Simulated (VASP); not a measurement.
Write the native input for VASP 6.6.1 that does the following.

- Task: single point
- Functional: r2SCAN
- Potentials or basis: VASP PAW PBE potentials, release 64 (Cd, Se)
- Cutoff: 520 eV
- k mesh: 6 × 6 × 6
- Occupations: gaussian, width 0.05 eV
- Spin: no spin polarisation
- Dipole correction: no
- Further INCAR settings: ALGO = Normal; EDIFF = 1e-07; NBANDS = 16

The system is CdSe.

```
Cd Se
1.0
     0.00000    3.06778    3.06778
     3.06778    0.00000    3.06778
     3.06778    3.06778    0.00000
Cd Se
1 1
Direct
  0.00000 0.00000 0.00000
  0.25000 0.25000 0.25000
```

The input as run:

POSCAR

```
CdSe
1.0
    0.0000000000      3.0677809647      3.0677809647
    3.0677809647      0.0000000000      3.0677809647
    3.0677809647      3.0677809647      0.0000000000
Cd Se
1 1
Direct
    0.0000000000      0.0000000000      0.0000000000
    0.2500000000      0.2500000000      0.2500000000
```

INCAR.step1

```
SYSTEM = CdSe
ALGO = Normal
EDIFF = 1E-4
ENCUT = 520
GGA = PE
ISMEAR = 0
LASPH = .True.
LCHARG = .False.
LREAL = .False.
LWAVE = .True.
NBANDS = 16
NELM = 100
PREC = Accurate
SIGMA = 0.05
```

INCAR.step2

```
SYSTEM = CdSe
ALGO = Normal
EDIFF = 1E-7
ENCUT = 520
ISIF = 2
ISMEAR = 0
ISTART = 1
LASPH = .True.
LCHARG = .False.
LMIXTAU = .True.
LREAL = .False.
LWAVE = .False.
METAGGA = R2SCAN
NBANDS = 16
NELM = 100
PREC = Accurate
SIGMA = 0.05
```

KPOINTS

```
k-points
0
Gamma
  6 6 6
  0 0 0
```

Potentials or basis: VASP PAW PBE potentials, release 64 (Cd, Se).

The run is started by

```sh
$ cat potpaw_PBE.64/Cd/POTCAR potpaw_PBE.64/Se/POTCAR > POTCAR
$ cp INCAR.step1 INCAR
$ mpirun -np 1 vasp_std > vasp.out
$ cp INCAR.step2 INCAR
$ mpirun -np 1 vasp_std > vasp.out
```

It gave:

```yaml
Pressure: 0.2 GPa
Band_gap_on_the_k_mesh: 1.03 eV, direct
```

Caveat: the PAW data sets were made with another functional, which shifts forces and pressure a little.

Wall time 67 s on 1 thread of Intel(R) Xeon(R) Platinum 8124M CPU @ 3.00GHz (Skylake/Cascade Lake), on a shared host, peak memory 0.19 GiB.
